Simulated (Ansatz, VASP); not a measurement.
Two plane-wave programs on BAs

```xyz
2
Lattice="0.0000 2.3919 2.3919 2.3919 0.0000 2.3919 2.3919 2.3919 0.0000" Properties=species:S:1:pos:R:3 pbc="T T T"
B     0.0000    0.0000    0.0000
As    1.1959    1.1959    1.1959
```

Alike in both runs: task single point; functional PBE; k mesh 6 × 6 × 6; occupations fermi-dirac, width 0.02 eV; non-collinear spin, spin-orbit coupling.

|  | VASP | Ansatz |
| --- | --- | --- |
| version | VASP 6.6.1 | Ansatz 0.2.0 |
| potentials or method | VASP PAW PBE potentials, release 64 (B, As) | plane waves, PAW |
| plane-wave cutoff (eV) | 520 | 420 |
| valence electrons in the cell | 8 | 18 |

```tsv
	VASP	Ansatz	Ansatz less VASP
net moment per atom (μB)	0.00	0.00	0.000
```

With one functional, cell and mesh, what is left measures potentials, basis and numerics. VASP's potentials hold 8 valence electrons a cell and Ansatz's 18, so a difference there can come from the potentials and not from the codes. Ansatz's warnings: optics gap not shown off mesh.

The k mesh is coarse, so the values compare programs but aren't converged.
